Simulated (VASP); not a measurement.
## Pt: single point with PBEsol

Pt:

```xyz
1
Lattice="-1.5605 1.5605 1.5605 1.5605 -1.5605 1.5605 1.5605 1.5605 -1.5605" Properties=species:S:1:pos:R:3 pbc="T T T"
Pt    0.0000    0.0000    0.0000
```

This isn't the form of Pt at room conditions, which is fcc.

```
Program             : VASP 6.6.1
Task                : single point
Functional          : PBEsol
Potentials or basis : VASP PAW PBE potentials, release 64 (Pt)
Cutoff              : 500 eV
k mesh              : 18 × 18 × 18
Occupations         : gaussian, width 0.1 eV
Spin                : no spin polarisation
```

| Property | Result |
| --- | --- |
| Pressure | -0.4 GPa |
| Band gap on the k mesh | zero (bands 5 and 6 overlap by 2.25 eV) |

Levels at points of the mesh, in eV from the Fermi level:
```
           k point  band 1  band 2  band 3  band 4  band 5  band 6  band 7  band 8  band 9  band 10
(0.00, 0.00, 0.00)  -10.01   -3.75   -3.75   -3.75   -1.08   -1.08   17.03   17.03   17.03    27.53
(0.50, 0.00, 0.00)   -7.02   -5.27   -1.28   -0.73    0.04    1.10    6.56   13.20   16.09    24.18
(0.50, 0.50, 0.50)   -6.51   -6.51    0.53    0.53    0.53    7.65    7.65    7.65   13.25    19.53
```

Run time: 21 s on 1 thread of AMD EPYC 7R43 64-Core Processor (Zen 3), on a shared host, peak memory 0.11 GiB.

Caveat: the PAW data sets were made with another functional, which shifts forces and pressure a little; spin-orbit coupling is left out, which moves the levels of the heavy elements.
